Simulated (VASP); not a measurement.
# Bi2Se3 (Cm) in VASP: single point with PBE

Aim: the single point of Bi2Se3 with PBE.

Everything below comes from runs of VASP 6.6.1. Logs are shortened: lines on timing, memory, paths and dates and some standing lists are left out, and cuts for length are marked.

### Step 1. The cell of the first run

Symmetry: Cm, No. 8, monoclinic system. The conventional cell has a = 7.176 Å, b = 4.143 Å, c = 9.840 Å, α = 90.00°, β = 104.07°, γ = 90.00°. Bi (site symmetry m) has 6 Se at 2.72 to 3.21 Å within 3.6 Å. Within 3.8 Å of Bi (site symmetry m) lie 6 Se at 2.85 to 3.07 Å. Se (site symmetry m) has 6 Bi at 2.72 to 3.09 Å within 3.6 Å. Within 3.8 Å of Se (site symmetry m) lie 3 Bi at 2.85 Å and 3 Se at 3.52 Å. Se (site symmetry m) has 3 Bi at 2.85 to 3.21 Å and 3 Se at 3.52 Å within 3.8 Å.

### Step 2. Single point, PBE (atom 1 (Bi) moved -0.360 Å towards its neighbour atom 5 (Se) at 2.851 Å)

Input file INCAR:

```
PREC     = Accurate       # precision mode
ENCUT    = 500            # plane-wave cutoff, eV
EDIFF    = 1E-6           # SCF threshold, eV
ISMEAR   = 0              # smearing method
SIGMA    = 0.03           # smearing width, eV
LREAL    = F              # projectors in reciprocal space
LASPH    = T              # aspherical terms in the spheres
NELM     = 120            # most SCF steps
ALGO     = Normal         # electronic algorithm
ISIF     = 2              # what is computed and relaxed
LWAVE    = F              # write WAVECAR
LCHARG   = T              # write CHGCAR
GGA      = PE             # functional
LVHAR    = T            
NBANDS   = 32             # bands
GGA_COMPAT= F            
KPAR     = 4
```

Input file KPOINTS:

```
regular mesh
0
Gamma
  12 12 12
```

Input file POSCAR:

```
Bi2Se3
1.0
    2.0714992968      1.1959806766      9.5453300000
   -2.0714992968      1.1959806766      9.5453300000
    0.0000000000     -2.3919613533      9.5453300000
Bi Se
2 3
Direct
    0.4781449029      0.3518675104      0.3518675104
    0.5992000000      0.5992000000      0.5992000000
    0.0000000000      0.0000000000      0.0000000000
    0.2117000000      0.2117000000      0.2117000000
    0.7883000000      0.7883000000      0.7883000000
```

Potentials or basis: VASP PAW PBE potentials, release 64 (Bi_d, Se).

Launch:

```sh
$ cat potpaw_PBE.64/Bi_d/POTCAR potpaw_PBE.64/Se/POTCAR > POTCAR
$ mpirun -np 4 vasp_std > vasp.out
```

OUTCAR:

```text
PREC = Accurate
   ENCUT = 500
   EDIFF = 1E-6
   ISMEAR = 0
   LREAL = F
   LASPH = T
   NELM = 120
   ISIF = 2
   GGA = PE

 ion  position               nearest neighbor table
   1  0.478  0.352  0.352-   3 2.72   5 2.85   5 2.85   3 3.09   3 3.09   5 3.21
   2  0.599  0.599  0.599-   4 2.85   4 2.85   4 2.85   3 3.07   3 3.07   3 3.07
   3  0.000  0.000  0.000-   1 2.72   2 3.07   2 3.07   2 3.07   1 3.09   1 3.09
   4  0.212  0.212  0.212-   2 2.85   2 2.85   2 2.85
   5  0.788  0.788  0.788-   1 2.85   1 2.85   1 3.21

  LATTYP: Found a trigonal (rhomboedric) cell.
 ALAT       =     9.8404676680
 COS(alpha) =     0.9113725817

  Lattice vectors:

 A1 = (   2.0714992968,   1.1959806766,   9.5453300000)
 A2 = (  -2.0714992968,   1.1959806766,   9.5453300000)
 A3 = (   0.0000000000,  -2.3919613533,   9.5453300000)

Analysis of symmetry for initial positions (statically):
=====================================================================
 Subroutine PRICEL returns:
 Original cell was already a primitive cell.

 Routine SETGRP: Setting up the symmetry group for a
 trigonal (rhombohedral) supercell.

 Subroutine GETGRP returns: Found  2 space group operations
 (whereof  2 operations were pure point group operations)
 out of a pool of 12 trial point group operations.

The static configuration has the point symmetry C_1h.

Analysis of symmetry for dynamics (positions and initial velocities):
=====================================================================
 Subroutine PRICEL returns:
 Original cell was already a primitive cell.

 Routine SETGRP: Setting up the symmetry group for a
 trigonal (rhombohedral) supercell.

 Subroutine GETGRP returns: Found  2 space group operations
 (whereof  2 operations were pure point group operations)
 out of a pool of 12 trial point group operations.

The dynamic configuration has the point symmetry C_1h.

 Subroutine INISYM returns: Found  2 space group operations
 (whereof  2 operations are pure point group operations),
 and found     1 'primitive' translations

----------------------------------------------------------------------------------------

                                     Primitive cell

  volume of cell :     141.8898

[... 92 lines left out ...]
   ENCUT  =  500.0 eV  36.75 Ry    6.06 a.u.  17.94 17.94 17.94*2*pi/ulx,y,z
   NELM   =    120;   NELMIN=  2; NELMDL= -5     # of ELM steps
   EDIFF  = 0.1E-05   stopping-criterion for ELM
   LREAL  =      F    real-space projection
   EDIFFG = 0.1E-04   stopping-criterion for IOM
   NSW    =      0    number of steps for IOM
   IBRION =     -1    ionic relax: 0-MD 1-quasi-New 2-CG
   NFREE  =      0    steps in history (QN), initial steepest desc. (CG)
   ISIF   =      2    stress and relaxation
   ISYM   =      2    0-nonsym 1-usesym 2-fastsym
   POTIM  = 0.5000    time-step for ionic-motion
   TEBEG  =    0.0;   TEEND  =   0.0 temperature during run
   PSTRESS=    0.0 pullay stress
   NELECT =      48.0000    total number of electrons
   NUPDOWN=      -1.0000    fix difference up-down
   EMIN   =  10.00;   EMAX   =-10.00  energy-range for DOS
   EFERMI =   0.00;   METHOD = LEGACY
   ISMEAR =     0;   SIGMA  =   0.03  broadening in eV -4-tet -1-fermi 0-gaus
   EFERMI_NEDOS =   21; number of points for ismear=-14 and -15
   IALGO  =     38    algorithm
   IMIX   =      4    mixing-type and parameters
     AMIX     =   0.40;   BMIX     =  1.00
     AMIX_MAG =   1.60;   BMIX_MAG =  1.00
  volume/ion in A,a.u.               =      28.38       191.50
  Fermi-wavevector in a.u.,A,eV,Ry     =   1.140700  2.155611 17.703860  1.301197
  Thomas-Fermi vector in A             =   2.277402
   LORBIT       =      0    0 simple, 1 ext, 2 COOP (PROOUT), +10 PAW based schemes
   GGA     = PE    functional components
   LHFCALC =     F    Hartree Fock is set to
   AEXX    =    0.0000 exact exchange contribution
   IVDW    =     0    specifies the selected vdW correction
   LEPSILON=     F    determine dielectric tensor
   LRPA    =     F    only Hartree local field effects (RPA)
 non-spin polarized calculation
 Gauss-broadening in eV      SIGMA  =   0.03
  energy-cutoff  :      500.00
  volume of cell :      141.89
 maximum number of plane-waves:      3629
   NGX = 35   NGY = 35   NGZ = 35

 number of electron      48.0000004 magnetization

 Free energy of the ion-electron system (eV)
  ---------------------------------------------------
  ext. energy  EPLUGINS =         0.00000000
  ---------------------------------------------------
  free energy    TOTEN  =       -19.88739029 eV

  energy without entropy =      -19.88739029  energy(sigma->0) =      -19.88739029

 E-fermi :   5.0273     XC(G=0):  -9.4939

 val. band max:        4.8182843476   @ k =   0.0000   0.0000   0.0000
 cond. band min:       5.3051056509   @ k =   0.0000   0.0000   0.0000
 fundamental gap:      0.4868213033
 Fermi energy:         5.0273247037

 k-point     1 :       0.0000    0.0000    0.0000
  band No.  band energies     occupation
      1     -18.3023      2.00000
      2     -18.3010      2.00000
      3     -18.2958      2.00000
      4     -18.2841      2.00000
      5     -18.2832      2.00000
      6     -18.0827      2.00000
[... 829 lines left out ...]
     31       9.8353      0.00000
     32      11.2190      0.00000

 [... further k-points ...]

------------------------ aborting loop because EDIFF is reached ----------------------------------------

  FORCE on cell =-STRESS in cart. coord.  units (eV):
  Direction    XX          YY          ZZ          XY          YZ          ZX
  --------------------------------------------------------------------------------------
  -------------------------------------------------------------------------------------
  Total        3.0739303      2.3346884      2.6654037      0.6402023     -0.3126613     -0.5415463
  in kB       34.7099068     26.3626069     30.0969463      7.2289737     -3.5304788     -6.1149797
  external PRESSURE =      30.3898200 kB  Pullay stress =       0.0000000 kB

 VOLUME and BASIS-vectors are now :
 -----------------------------------------------------------------------------
  energy-cutoff  :      500.00
  volume of cell :      141.89
      direct lattice vectors                 reciprocal lattice vectors
     2.071499297  1.195980677  9.545330000     0.241371069  0.139355652  0.034921091
    -2.071499297  1.195980677  9.545330000    -0.241371069  0.139355652  0.034921091
     0.000000000 -2.391961353  9.545330000     0.000000000 -0.278711303  0.034921091

 POSITION                                       TOTAL-FORCE (eV/Angst)
 -----------------------------------------------------------------------------------
      0.26158      0.15103     11.28143        -0.793144     -0.457922      1.668922
      0.00000     -0.00000     17.15869         0.152235      0.087893     -0.169992
      0.00000      0.00000      0.00000         0.500539      0.288986     -0.690290
      0.00000     -0.00000      6.06224        -0.117561     -0.067874     -0.144176
      0.00000     -0.00000     22.57375         0.257931      0.148917     -0.664464
 -----------------------------------------------------------------------------------
    total drift:                               -0.000695     -0.000401      0.000336

  FREE ENERGIE OF THE ION-ELECTRON SYSTEM (eV)
  ---------------------------------------------------
  free  energy   TOTEN  =       -19.8873902877 eV

  energy  without entropy=      -19.8873902877  energy(sigma->0) =      -19.88739029
```

OSZICAR:

```text
N       E                     dE             d eps       ncg     rms          rms(c)
DAV:   1     0.464893780607E+03    0.46489E+03   -0.22400E+04 30472   0.152E+03
DAV:   2     0.337438600887E+02   -0.43115E+03   -0.41309E+03 31208   0.407E+02
DAV:   3    -0.184823454434E+02   -0.52226E+02   -0.49653E+02 39968   0.149E+02
DAV:   4    -0.206598668589E+02   -0.21775E+01   -0.21669E+01 33664   0.321E+01
DAV:   5    -0.207380744723E+02   -0.78208E-01   -0.78197E-01 43640   0.628E+00    0.529E+00
DAV:   6    -0.198739801422E+02    0.86409E+00   -0.99871E-01 41264   0.816E+00    0.338E+00
DAV:   7    -0.198807639067E+02   -0.67838E-02   -0.43249E-01 33624   0.295E+00    0.192E+00
DAV:   8    -0.198865338228E+02   -0.57699E-02   -0.67811E-02 38624   0.133E+00    0.579E-01
DAV:   9    -0.198869720941E+02   -0.43827E-03   -0.23919E-03 38240   0.508E-01    0.154E-01
DAV:  10    -0.198872965003E+02   -0.32441E-03   -0.16891E-03 34408   0.203E-01    0.615E-02
DAV:  11    -0.198873624760E+02   -0.65976E-04   -0.24024E-04 37352   0.995E-02    0.325E-02
DAV:  12    -0.198873881067E+02   -0.25631E-04   -0.54594E-05 32704   0.377E-02    0.746E-03
DAV:  13    -0.198873901226E+02   -0.20159E-05   -0.60506E-06 36960   0.174E-02    0.397E-03
DAV:  14    -0.198873902877E+02   -0.16513E-06   -0.84643E-07 20656   0.619E-03
   1 F= -.19887390E+02 E0= -.19887390E+02  d E =-.802824E-26
```

Run time: 20 min. Hardware: 4 MPI ranks of Intel Xeon 6975P-C (Granite Rapids), shared host; peak memory 1.9 GiB.

What came out:

```yaml
Free_energy: -19.8874 eV
Pressure: 3.0 GPa
Largest_force: 1.904 eV/Å
Band_gap_on_the_k_mesh: 0.49 eV
```

Forces on the atoms (eV/Å):
```
Bi  -0.793 -0.458  1.669
Bi   0.152  0.088 -0.170
Se   0.501  0.289 -0.690
Se  -0.118 -0.068 -0.144
Se   0.258  0.149 -0.664
```

Stress tensor (GPa, compression positive):
```
 3.47  0.72 -0.61
 0.72  2.64 -0.35
-0.61 -0.35  3.01
```

Levels at points of the mesh, in eV from the valence-band top:
| k point | band 22 | band 23 | band 24 | band 25 | band 26 | band 27 |
| --- | --- | --- | --- | --- | --- | --- |
| (0.00, 0.00, 0.00) | -1.19 | -0.42 | 0.00 | 0.49 | 1.36 | 1.57 |
| (0.50, 0.00, 0.00) | -2.04 | -1.08 | -0.28 | 0.95 | 1.95 | 2.96 |
| (0.00, 0.50, 0.00) | -1.97 | -0.96 | -0.47 | 1.01 | 1.86 | 3.11 |
| (0.50, 0.50, 0.00) | -1.77 | -1.21 | -0.79 | 1.52 | 2.06 | 2.52 |
| (0.00, 0.50, 0.50) | -1.53 | -1.51 | -0.81 | 1.30 | 2.07 | 2.60 |
| (0.50, 0.50, 0.50) | -1.35 | -0.61 | -0.33 | 0.97 | 1.55 | 1.86 |

Caveat: the cell differs from its parent crystal (atom 1 (Bi) moved -0.360 Å towards its neighbour atom 5 (Se) at 2.851 Å); the cell stands under pressure; spin-orbit coupling is left out, which moves the levels of the heavy elements; forces of over 1 eV/Å act on the atoms, so gaps and moduli don't describe the material at rest. A k mesh can miss the band edges.
